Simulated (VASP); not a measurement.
LiMg12 (a cell with a defect): single point with PBE

LiMg12 (a cell with a defect):

```
Mg Li
1.0
     6.42000    0.00000    0.00000
    -4.81500    8.33982    0.00000
     0.00000    0.00000    5.21304
Mg Li
12 1
Direct
  0.96665 0.96863 0.00897
  0.18708 0.23978 0.41346
  0.00243 0.33450 0.96591
  0.16854 0.55937 0.51536
  0.09578 0.70691 0.01109
  0.18397 0.91143 0.51308
  0.53192 0.01232 0.01858
  0.69068 0.21572 0.49322
  0.40879 0.26252 0.89133
  0.69745 0.58318 0.61419
  0.50836 0.64211 0.07408
  0.65576 0.88544 0.52482
  0.72696 0.45229 0.19254
```

```json
{
 "Program": "VASP 6.6.1",
 "Task": "single point",
 "Functional": "PBE",
 "Potentials or basis": "VASP PAW PBE potentials, release 64 (Mg, Li_sv)",
 "Cutoff": "520 eV",
 "k mesh": "4 × 3 × 4",
 "Occupations": "gaussian, width 0.05 eV",
 "Spin": "no spin polarisation",
 "Dipole correction": "no",
 "Further INCAR settings": "ALGO = Normal; EDIFF = 1e-06; NBANDS = 26"
}
```

* Largest force: 0.021 eV/Å

Forces in eV/Å, atoms in the order of the input:
```
Mg  -0.002 -0.009 -0.002
Mg   0.015  0.002  0.007
Mg   0.013  0.002  0.005
Mg  -0.003  0.000  0.006
Mg  -0.001 -0.005  0.001
Mg   0.000 -0.005 -0.004
Mg   0.000 -0.006 -0.003
Mg  -0.006  0.002  0.003
Mg  -0.016  0.000 -0.002
Mg  -0.004  0.008  0.006
Mg  -0.002  0.007  0.005
Mg   0.000  0.003 -0.003
Li   0.005  0.002 -0.020
```

Levels at points of the mesh, in eV from the Fermi level:
```tsv
k point	band 11	band 12	band 13	band 14	band 15	band 16
(0.00, 0.00, 0.00)	-0.44	-0.23	0.09	0.16	0.38	0.56
(0.50, 0.00, 0.00)	-0.57	-0.48	-0.36	-0.23	0.06	0.13
(0.00, 0.00, 0.50)	-1.82	-1.19	-1.16	-0.82	-0.57	0.87
(0.50, 0.00, 0.50)	-1.01	-0.75	-0.60	0.44	0.52	0.78
```

Wall time 6 min on 1 thread of Oxide Virtual Turin-like Processor, with other jobs on the host, peak memory 0.39 GiB.
